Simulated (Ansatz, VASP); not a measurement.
## Two plane-wave programs on YAl3N4

```
Y Al N
1.0
    -3.24631    0.00000    0.00000
     0.00000    5.69399    0.02020
     1.62315   -2.86549   -5.15392
Y Al N
1 3 4
Direct
  0.00518 0.33138 0.01036
  0.50133 0.83921 0.00266
  0.75593 0.41830 0.51187
  0.24076 0.91629 0.48152
  0.79241 0.12113 0.58483
  0.30693 0.64692 0.61385
  0.57707 0.20866 0.15414
  0.05639 0.75410 0.11277
```

Alike in both runs: functional LDA; k mesh 8 × 6 × 8; occupations gaussian, width 0.02 eV; no spin polarisation.

Ansatz relaxed the structure, and its values are those at the end. VASP's run is a single point on that final structure, the one shown.

|  | VASP | Ansatz |
| --- | --- | --- |
| version | VASP 6.6.1 | Ansatz 0.2.0 |
| potentials or method | VASP PAW LDA potentials, release 64 (Y_sv, Al, N), cutoff 600 eV | scalar-relativistic, plane waves, PAW |
| valence electrons in the cell | 40 | 40 |

VASP gave:

* gap on the k mesh at the Fermi level (eV): 2.57
* least direct gap on the mesh (eV): 3.19
* pressure (GPa): 0.3
* rms of the force components (eV/Å): 0.014

Estimate Ansatz's values.

gap on the k mesh at the Fermi level (eV): 2.57; least direct gap on the mesh (eV): 3.19; pressure (GPa): 0.0; rms of the force components (eV/Å): 0.000.

Ansatz warns that its potentials were made for another functional, while VASP's fit it. LDA's correlation is that of Perdew and Zunger in VASP and of Perdew and Wang (1992) in Ansatz.
